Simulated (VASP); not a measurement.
Write the native input for VASP 6.6.1 that does the following.

```yaml
Task: single point
Functional: PBE
Potentials_or_basis: VASP PAW PBE potentials, release 64 (Na_pv, H)
Cutoff: 520 eV
k_mesh: 8 × 8 × 8
Occupations: gaussian, width 0.01 eV
Spin: no spin polarisation
Dipole_correction: no
Further_INCAR_settings: ALGO = Normal; EDIFF = 1e-07; NBANDS = 11
```

The structure of NaH lies in POSCAR:

```
NaH
1.0
    0.0000000000      2.4721089453      2.4721089453
    2.4721089453      0.0000000000      2.4721089453
    2.4721089453      2.4721089453      0.0000000000
Na H
1 1
Direct
    0.0000000000      0.0000000000      0.0000000000
    0.5000000000      0.5000000000      0.5000000000
```

One way to write it, as run:

INCAR

```
SYSTEM = NaH
PREC = Accurate
ENCUT = 520
EDIFF = 1E-7
ISMEAR = 0
SIGMA = 0.01
LREAL = .FALSE.
LASPH = .TRUE.
NELM = 80
ALGO = Normal
ISIF = 2
LWAVE = .FALSE.
LCHARG = .FALSE.
GGA = PE
NBANDS = 11
```

KPOINTS

```
Automatic mesh
0
G
  8 8 8
  0 0 0
```

Potentials or basis: VASP PAW PBE potentials, release 64 (Na_pv, H).

Run with:

```console
$ cat potpaw_PBE.64/Na_pv/POTCAR potpaw_PBE.64/H/POTCAR > POTCAR
$ mpirun -np 1 vasp_std > vasp.out
```

Results of the run:

```
Pressure               : -1.4 GPa
Band gap on the k mesh : 3.65 eV, indirect (least direct gap 4.47 eV)
```

Run time: 9.9 s on 1 thread of Intel(R) Xeon(R) Platinum 8175M CPU @ 2.50GHz (Skylake/Cascade Lake), with other jobs on the host, peak memory 0.15 GiB.
